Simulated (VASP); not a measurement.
# Sb (Cmcm) in VASP: a series of runs

Sb is run at these levels: PBEsol; tasks: single point.

Everything below comes from runs of VASP 6.6.1. Logs are shortened: lines on timing, memory, paths and dates and some standing lists are left out, and cuts for length are marked.

### 1 The cell of the first run

Symmetry: Cmcm, No. 63, orthorhombic system. Conventional cell: a = 3.167 Å, b = 6.185 Å, c = 5.330 Å, α = 90.00°, β = 90.00°, γ = 90.00°. Sb (site symmetry m2m) has 12 Sb at 3.17 to 3.47 Å within 4.2 Å.

### 2 Single point, PBEsol (strain -0.0600 x Voigt [1, -1, 0, 0, 0, 0])

File INCAR:

```
SYSTEM = Sb
ALGO = Normal ; EDIFF = 1E-7
ENCUT = 520 ; GGA = PS
ISIF = 2 ; ISMEAR = 0
LASPH = .True. ; LCHARG = .False.
LREAL = .False. ; LWAVE = .False.
NBANDS = 12 ; NELM = 60
PREC = Accurate ; SIGMA = 0.15
```

File KPOINTS:

```
k-points
0
Gamma
  18 18 10
  0 0 0
```

File POSCAR:

```
Sb
1.0
    3.1668601687      0.0000000000      0.0000000000
   -1.5834300844      3.0926981252      0.0000000000
    0.0000000000      0.0000000000      5.3300000000
Sb
2
Direct
    0.3333333333      0.6666666667      0.2500000000
    0.6666666667      0.3333333333      0.7500000000
```

Potentials or basis: VASP PAW PBE potentials, release 64 (Sb).

Started as:

```console
$ cat potpaw_PBE.64/Sb/POTCAR > POTCAR
$ mpirun -np 1 vasp_std > vasp.out
```

OUTCAR:

```text
SYSTEM = Sb
   EDIFF = 1E-7
   ENCUT = 520
   GGA = PS
   ISIF = 2
   ISMEAR = 0
   LASPH = .True.
   LREAL = .False.
   NELM = 60
   PREC = Accurate

 ion  position               nearest neighbor table
   1  0.333  0.667  0.250-   2 3.27   2 3.27   2 3.27   2 3.27   2 3.37   2 3.37
   2  0.667  0.333  0.750-   1 3.27   1 3.27   1 3.27   1 3.27   1 3.37   1 3.37

  LATTYP: Found a base centered orthorhombic cell.
 ALAT       =     3.1668601687
 B/A-ratio  =     1.9531636766
 C/A-ratio  =     1.6830550501

  Lattice vectors:

 A1 = (   1.5834300844,  -3.0926981252,   0.0000000000)
 A2 = (   1.5834300843,   3.0926981252,   0.0000000000)
 A3 = (   0.0000000000,   0.0000000000,   5.3300000000)

Analysis of symmetry for initial positions (statically):
=====================================================================
 Subroutine PRICEL returns:
 Original cell was already a primitive cell.

 Routine SETGRP: Setting up the symmetry group for a
 base centered orthorhombic supercell.

 Subroutine GETGRP returns: Found  8 space group operations
 (whereof  4 operations were pure point group operations)
 out of a pool of  8 trial point group operations.

The static configuration has the point symmetry C_2h.
 The point group associated with its full space group is D_2h.

Analysis of symmetry for dynamics (positions and initial velocities):
=====================================================================
 Subroutine PRICEL returns:
 Original cell was already a primitive cell.

 Routine SETGRP: Setting up the symmetry group for a
 base centered orthorhombic supercell.

 Subroutine GETGRP returns: Found  8 space group operations
 (whereof  4 operations were pure point group operations)
 out of a pool of  8 trial point group operations.

The dynamic configuration has the point symmetry C_2h.
 The point group associated with its full space group is D_2h.

 Subroutine INISYM returns: Found  8 space group operations
 (whereof  4 operations are pure point group operations),
 and found     1 'primitive' translations

----------------------------------------------------------------------------------------

                                     Primitive cell

  volume of cell :      52.2028

  direct lattice vectors                    reciprocal lattice vectors
     3.166860169  0.000000000  0.000000000     0.315770178  0.161671130  0.000000000
    -1.583430084  3.092698125  0.000000000     0.000000000  0.323342260  0.000000000
     0.000000000  0.000000000  5.330000000     0.000000000  0.000000000  0.187617261

  length of vectors
     3.166860169  3.474483059  5.330000000     0.354751124  0.323342260  0.187617261

  position of ions in fractional coordinates (direct lattice)
     0.333333333  0.666666667  0.250000000
     0.666666667  0.333333333  0.750000000

  ion indices of the primitive-cell ions
   primitive index   ion index
                 1           1
                 2           2

----------------------------------------------------------------------------------------

 KPOINTS: k-points

Automatic generation of k-mesh.
 Grid dimensions read from file:
 generate k-points for:   18   18   10

 Generating k-lattice:

  Cartesian coordinates                     Fractional coordinates (reciprocal lattice)
     0.017542788  0.008981729  0.000000000     0.055555556 -0.000000000  0.000000000
     0.000000000  0.017963459  0.000000000     0.000000000  0.055555556  0.000000000
     0.000000000  0.000000000  0.018761726     0.000000000  0.000000000  0.100000000

  Length of vectors
     0.019708396  0.017963459  0.018761726

  Shift w.r.t. Gamma in fractional coordinates (k-lattice)
     0.000000000  0.000000000  0.000000000

 Subroutine IBZKPT returns following result:
 ===========================================

 Found    546 irreducible k-points:

 Following reciprocal coordinates:
            Coordinates               Weight
  0.000000  0.000000  0.000000      1.000000
  0.055556 -0.000000  0.000000      4.000000
  0.111111 -0.000000  0.000000      4.000000
  0.166667 -0.000000  0.000000      4.000000
  0.222222 -0.000000  0.000000      4.000000
  0.277778  0.000000  0.000000      4.000000
[... 16 lines left out ...]
 -0.333333  0.055556  0.000000      4.000000
 -0.277778  0.055556  0.000000      4.000000
 [... further k-points ...]
   k-points           NKPTS =    546   k-points in BZ     NKDIM =    546   number of bands    NBANDS=     12
   number of dos      NEDOS =    301   number of ions     NIONS =      2
   total plane-waves  NPLWV =  26880
   dimension x,y,z NGX =    24 NGY =   28 NGZ =   40
   dimension x,y,z NGXF=    48 NGYF=   56 NGZF=   80
   ions per type =               2
   NGX,Y,Z   is equivalent  to a cutoff of  12.60, 13.40, 12.48 a.u.
   NGXF,Y,Z  is equivalent  to a cutoff of  25.20, 26.79, 24.95 a.u.
 SYSTEM =  Sb
   PREC   = accura    normal or accurate (medium, high low for compatibility)
   ISTART =      0    job   : 0-new  1-cont  2-samecut
   ICHARG =      2    charge: 1-file 2-atom 10-const
   ISPIN  =      1    spin polarized calculation?
   LNONCOLLINEAR =      F non collinear calculations
   LSORBIT =      F    spin-orbit coupling
   LASPH  =      T    aspherical Exc in radial PAW
   ENCUT  =  520.0 eV  38.22 Ry    6.18 a.u.   5.89  6.46  9.91*2*pi/ulx,y,z
   NELM   =     60;   NELMIN=  2; NELMDL= -5     # of ELM steps
   EDIFF  = 0.1E-06   stopping-criterion for ELM
   LREAL  =      F    real-space projection
   EDIFFG = 0.1E-05   stopping-criterion for IOM
   NSW    =      0    number of steps for IOM
   IBRION =     -1    ionic relax: 0-MD 1-quasi-New 2-CG
   NFREE  =      0    steps in history (QN), initial steepest desc. (CG)
   ISIF   =      2    stress and relaxation
   ISYM   =      2    0-nonsym 1-usesym 2-fastsym
   POTIM  = 0.5000    time-step for ionic-motion
   TEBEG  =    0.0;   TEEND  =   0.0 temperature during run
   PSTRESS=    0.0 pullay stress
   NELECT =      10.0000    total number of electrons
   NUPDOWN=      -1.0000    fix difference up-down
   EMIN   =  10.00;   EMAX   =-10.00  energy-range for DOS
   EFERMI =   0.00;   METHOD = LEGACY
   ISMEAR =     0;   SIGMA  =   0.15  broadening in eV -4-tet -1-fermi 0-gaus
   EFERMI_NEDOS =   21; number of points for ismear=-14 and -15
   IALGO  =     38    algorithm
   IMIX   =      4    mixing-type and parameters
     AMIX     =   0.40;   BMIX     =  1.00
     AMIX_MAG =   1.60;   BMIX_MAG =  1.00
  volume/ion in A,a.u.               =      26.10       176.14
  Fermi-wavevector in a.u.,A,eV,Ry     =   0.943721  1.783374 12.117476  0.890609
  Thomas-Fermi vector in A             =   2.071456
   LORBIT       =      0    0 simple, 1 ext, 2 COOP (PROOUT), +10 PAW based schemes
   GGA     = PS    functional components
   LHFCALC =     F    Hartree Fock is set to
   AEXX    =    0.0000 exact exchange contribution
   IVDW    =     0    specifies the selected vdW correction
   LEPSILON=     F    determine dielectric tensor
   LRPA    =     F    only Hartree local field effects (RPA)
 non-spin polarized calculation
 Gauss-broadening in eV      SIGMA  =   0.15
  energy-cutoff  :      520.00
  volume of cell :       52.20
 maximum number of plane-waves:      1434
   NGX = 11   NGY = 13   NGZ = 19

 number of electron      10.0000001 magnetization

 Free energy of the ion-electron system (eV)
  ---------------------------------------------------
  ext. energy  EPLUGINS =         0.00000000
  ---------------------------------------------------
  free energy    TOTEN  =        -8.66158121 eV

  energy without entropy =       -8.64704646  energy(sigma->0) =       -8.65431384

 E-fermi :   8.7480     XC(G=0): -10.4601

 val. band max:        8.7456950116   @ k =  -0.2778   0.1111   0.4000
 cond. band min:       8.7493586704   @ k =   0.4444   0.2222   0.0000
 fundamental gap:      0.0036636588
 Fermi energy:         8.7480338565

 k-point     1 :       0.0000    0.0000    0.0000
  band No.  band energies     occupation
      1      -4.4300      2.00000
      2      -0.2174      2.00000
      3       2.7980      2.00000
      4      11.1333      0.00000
      5      12.7469      0.00000
      6      13.0496      0.00000
      7      14.6990      0.00000
      8      14.9288      0.00000
      9      16.3744      0.00000
     10      17.8295      0.00000
     11      18.0623      0.00000
     12      18.9402      0.00000

 k-point     2 :       0.0556   -0.0000    0.0000
  band No.  band energies     occupation
      1      -4.3711      2.00000
      2      -0.1654      2.00000
      3       2.8597      2.00000
      4      10.9095      0.00000
      5      12.3431      0.00000
      6      12.9535      0.00000
      7      14.4886      0.00000
      8      14.6292      0.00000
      9      16.5396      0.00000
     10      17.8744      0.00000
     11      18.1355      0.00000
     12      19.2501      0.00000

 k-point     3 :       0.1111   -0.0000    0.0000
  band No.  band energies     occupation
      1      -4.1945      2.00000
      2      -0.0107      2.00000
      3       3.0441      2.00000
      4      10.3724      0.00000
      5      11.1207      0.00000
      6      12.9047      0.00000
      7      13.6875      0.00000
      8      14.3935      0.00000
      9      16.5270      0.00000
     10      17.4058      0.00000
     11      18.6233      0.00000
     12      18.9119      0.00000

 k-point     4 :       0.1667   -0.0000    0.0000
  band No.  band energies     occupation
      1      -3.9008      2.00000
      2       0.2426      2.00000
      3       3.3494      2.00000
      4       9.3182      0.00000
      5      10.1511      0.00000
      6      12.1059      0.00000
      7      13.2927      0.00000
      8      13.9294      0.00000
      9      15.7068      0.00000
     10      17.6568      0.00000
     11      18.0068      0.00000
     12      18.6258      0.00000

 k-point     5 :       0.2222   -0.0000    0.0000
  band No.  band energies     occupation
      1      -3.4915      2.00000
      2       0.5838      2.00000
      3       3.7720      2.00000
      4       7.8643      2.00000
      5       9.6064      0.00000
      6      10.9430      0.00000
      7      13.0132      0.00000
      8      13.1962      0.00000
      9      14.7423      0.00000
     10      17.1937      0.00000
     11      18.1561      0.00000
     12      18.4711      0.00000
[... 228 lines left out ...]
      1      -1.1313      2.00000
      2       1.4104      2.00000
      3       4.3785      2.00000
      4       6.1198      2.00000
      5       6.5389      2.00000
      6       8.5022      1.97956
      7       9.5346      0.00000
      8      11.8951      0.00000
      9      12.9760      0.00000
     10      15.5382      0.00000
     11      17.2710      0.00000
     12      17.7841      0.00000

 k-point    22 :      -0.3889    0.0556    0.0000
  band No.  band energies     occupation
      1      -1.8822      2.00000
      2       1.5633      2.00000
      3       4.7111      2.00000
      4       5.3923      2.00000
      5       7.4496      2.00000
      6       8.9680      0.03811
      7      10.5487      0.00000
      8      12.1769      0.00000
      9      13.1809      0.00000
     10      15.9178      0.00000
     11      17.3366      0.00000
     12      17.8033      0.00000

 k-point    23 :      -0.3333    0.0556    0.0000
  band No.  band energies     occupation
      1      -2.5669      2.00000
      2       1.2794      2.00000
      3       4.7095      2.00000
      4       5.6846      2.00000
      5       8.3718      1.99961
      6       9.6246      0.00000
      7      11.6298      0.00000
      8      12.5213      0.00000
      9      13.5783      0.00000
     10      16.4246      0.00000
     11      17.4565      0.00000
     12      17.9100      0.00000

 k-point    24 :      -0.2778    0.0556    0.0000
  band No.  band energies     occupation
      1      -3.1536      2.00000
      2       0.8687      2.00000
      3       4.1153      2.00000
      4       6.9806      2.00000
      5       9.2041      0.00002
      6      10.4743      0.00000
      7      12.6751      0.00000
      8      12.8711      0.00000
      9      14.1965      0.00000
     10      17.0627      0.00000
     11      17.4349      0.00000
     12      18.1137      0.00000

 [... further k-points ...]

------------------------ aborting loop because EDIFF is reached ----------------------------------------

  FORCE on cell =-STRESS in cart. coord.  units (eV):
  Direction    XX          YY          ZZ          XY          YZ          ZX
  --------------------------------------------------------------------------------------
  -------------------------------------------------------------------------------------
  Total        0.6017207     -0.1911593      0.1743527      0.0000000      0.0000000      0.0000000
  in kB       18.4676600     -5.8669490      5.3511308      0.0000000      0.0000000      0.0000000
  external PRESSURE =       5.9839473 kB  Pullay stress =       0.0000000 kB

 VOLUME and BASIS-vectors are now :
 -----------------------------------------------------------------------------
  energy-cutoff  :      520.00
  volume of cell :       52.20
      direct lattice vectors                 reciprocal lattice vectors
     3.166860169  0.000000000  0.000000000     0.315770178  0.161671130  0.000000000
    -1.583430084  3.092698125  0.000000000     0.000000000  0.323342260  0.000000000
     0.000000000  0.000000000  5.330000000     0.000000000  0.000000000  0.187617261

 POSITION                                       TOTAL-FORCE (eV/Angst)
 -----------------------------------------------------------------------------------
     -0.00000      2.06180      1.33250        -0.000000      0.131320      0.000000
      1.58343      1.03090      3.99750         0.000000     -0.131320      0.000000
 -----------------------------------------------------------------------------------
    total drift:                                0.000000     -0.000000      0.000000

  FREE ENERGIE OF THE ION-ELECTRON SYSTEM (eV)
  ---------------------------------------------------
  free  energy   TOTEN  =        -8.6615812106 eV

  energy  without entropy=       -8.6470464599  energy(sigma->0) =       -8.65431384
```

Wall time 2.4 min (1 thread of Intel Xeon 6975P-C (Granite Rapids), shared host); peak memory 0.4 GiB.

What came out:

```yaml
Free_energy: -8.6616 eV
Pressure: 0.6 GPa
Largest_force: 0.131 eV/Å
Band_gap_on_the_k_mesh: zero (bands 5 and 6 overlap by 7.33 eV)
```

Forces in eV/Å, atoms in the order of the input:
```
Sb   0.000  0.131  0.000
Sb   0.000 -0.131  0.000
```

Caveat: the cell differs from its parent crystal (strain -0.0600 x Voigt [1, -1, 0, 0, 0, 0]); the PAW data sets were made with another functional, which shifts forces and pressure a little; spin-orbit coupling is left out, which moves the levels of the heavy elements.

### 3 Single point, PBEsol (strain +0.0600 x Voigt [1, -1, 0, 0, 0, 0])

File INCAR:

```
SYSTEM = Sb
PREC     = Accurate       ! precision mode
ENCUT    = 520            ! plane-wave cutoff, eV
EDIFF    = 1E-6           ! SCF threshold, eV
ISMEAR   = 0              ! smearing method
SIGMA    = 0.15           ! smearing width, eV
LREAL    = .False.        ! projectors in reciprocal space
LASPH    = .True.         ! aspherical terms in the spheres
NELM     = 60             ! most SCF steps
ALGO     = Normal         ! electronic algorithm
ISIF     = 2              ! what is computed and relaxed
LWAVE    = .False.        ! write WAVECAR
LCHARG   = .True.         ! write CHGCAR
GGA      = PS             ! functional
LELF     = .True.         ! ELF
LVHAR    = .True.       
NBANDS   = 12             ! bands
```

File KPOINTS:

```
regular mesh
0
Gamma
  18 18 10
  0 0 0
```

File POSCAR:

```
Sb
1.0
    3.5711401903      0.0000000000      0.0000000000
   -1.7855700952      2.7425813563      0.0000000000
    0.0000000000      0.0000000000      5.3300000000
Sb
2
Direct
    0.3333333333      0.6666666667      0.2500000000
    0.6666666667      0.3333333333      0.7500000000
```

Potentials or basis: VASP PAW PBE potentials, release 64 (Sb).

Started as:

```console
$ cat potpaw_PBE.64/Sb/POTCAR > POTCAR
$ mpirun -np 1 vasp_std > vasp.out
```

It took 2 min on 1 thread of Intel Xeon 6975P-C (Granite Rapids), shared host; peak memory 0.39 GiB.

It converged, with:

* Free energy: -8.6950 eV
* Pressure: 0.5 GPa
* Largest force: 0.072 eV/Å
* Band gap on the k mesh: zero (bands 5 and 6 overlap by 7.06 eV)

Forces on the atoms (eV/Å):
```
Sb   0.000 -0.072  0.000
Sb   0.000  0.072  0.000
```

Stress tensor (GPa, compression positive):
```
 0.88  0.00  0.00
 0.00 -0.30  0.00
 0.00  0.00  0.80
```

Levels at points of the mesh, in eV from the Fermi level:
| k point | band 3 | band 4 | band 5 | band 6 | band 7 | band 8 |
| --- | --- | --- | --- | --- | --- | --- |
| (0.00, 0.00, 0.00) | -5.95 | 2.81 | 3.76 | 4.52 | 5.39 | 6.01 |
| (0.50, 0.00, 0.00) | -4.33 | -2.99 | -2.68 | -0.24 | 1.03 | 4.65 |
| (0.00, 0.50, 0.00) | -4.03 | -2.72 | -1.67 | -1.17 | -0.02 | 2.50 |
| (0.00, 0.00, 0.50) | -0.46 | -0.46 | 3.69 | 3.69 | 4.68 | 4.68 |
| (0.50, 0.00, 0.50) | -5.58 | -5.58 | 2.04 | 2.04 | 2.42 | 2.42 |
| (0.00, 0.50, 0.50) | -5.28 | -5.28 | 0.18 | 0.18 | 1.77 | 1.77 |

Caveat: the cell differs from its parent crystal (strain +0.0600 x Voigt [1, -1, 0, 0, 0, 0]); the PAW data sets were made with another functional, which shifts forces and pressure a little; spin-orbit coupling is left out, which moves the levels of the heavy elements.

### 4 Single point, PBEsol (strain +0.0525 x Voigt [1, -1, 0, 0, 0, 0])

File INCAR:

```
SYSTEM = Sb
PREC = Accurate
ENCUT = 520
EDIFF = 1E-6
ISMEAR = 0
SIGMA = 0.15
LREAL = .FALSE.
LASPH = .TRUE.
NELM = 60
ALGO = Normal
ISIF = 2
LWAVE = .FALSE.
LCHARG = .TRUE.
GGA = PS
LELF = .TRUE.
LVHAR = .TRUE.
NBANDS = 12
```

File KPOINTS:

```
regular mesh
0
G
  18 18 10
  0 0 0
```

File POSCAR:

```
Sb
1.0
    3.5458726889      0.0000000000      0.0000000000
   -1.7729363445      2.7644636544      0.0000000000
    0.0000000000      0.0000000000      5.3300000000
Sb
2
Direct
    0.3333333333      0.6666666667      0.2500000000
    0.6666666667      0.3333333333      0.7500000000
```

Started as:

```console
$ cat potpaw_PBE.64/Sb/POTCAR > POTCAR
$ mpirun -np 1 vasp_std > vasp.out
```

Wall time 2.1 min (1 thread of Intel Xeon 6975P-C (Granite Rapids), shared host); peak memory 0.4 GiB.

Results (log left out):

```yaml
Free_energy: -8.6921 eV
Pressure: 0.3 GPa
Largest_force: 0.068 eV/Å
Band_gap_on_the_k_mesh: zero (bands 5 and 6 overlap by 7.08 eV)
```

Forces in eV/Å, atoms in the order of the input:
```
Sb   0.000 -0.068  0.000
Sb   0.000  0.068  0.000
```

Stress tensor (GPa, compression positive):
```
 0.71  0.00  0.00
 0.00 -0.46  0.00
 0.00  0.00  0.70
```

Levels at points of the mesh, in eV from the Fermi level:
| k point | band 2 | band 3 | band 4 | band 5 | band 6 | band 7 | band 8 | band 9 |
| --- | --- | --- | --- | --- | --- | --- | --- | --- |
| (0.00, 0.00, 0.00) | -8.94 | -5.94 | 2.86 | 3.75 | 4.58 | 5.42 | 6.03 | 7.88 |
| (0.50, 0.00, 0.00) | -8.33 | -4.31 | -2.97 | -2.64 | -0.23 | 0.91 | 4.54 | 4.88 |
| (0.00, 0.50, 0.00) | -7.86 | -4.05 | -2.74 | -1.75 | -1.02 | -0.03 | 2.66 | 3.38 |
| (0.00, 0.00, 0.50) | -11.84 | -0.44 | -0.44 | 3.75 | 3.75 | 4.66 | 4.66 | 8.29 |
| (0.50, 0.00, 0.50) | -8.85 | -5.56 | -5.56 | 2.03 | 2.03 | 2.31 | 2.31 | 6.26 |
| (0.00, 0.50, 0.50) | -8.00 | -5.31 | -5.31 | 0.34 | 0.34 | 1.82 | 1.82 | 5.36 |

Caveat: the cell differs from its parent crystal (strain +0.0525 x Voigt [1, -1, 0, 0, 0, 0]); the PAW data sets were made with another functional, which shifts forces and pressure a little; spin-orbit coupling is left out, which moves the levels of the heavy elements.

(Part 1 of 2 ends here.)
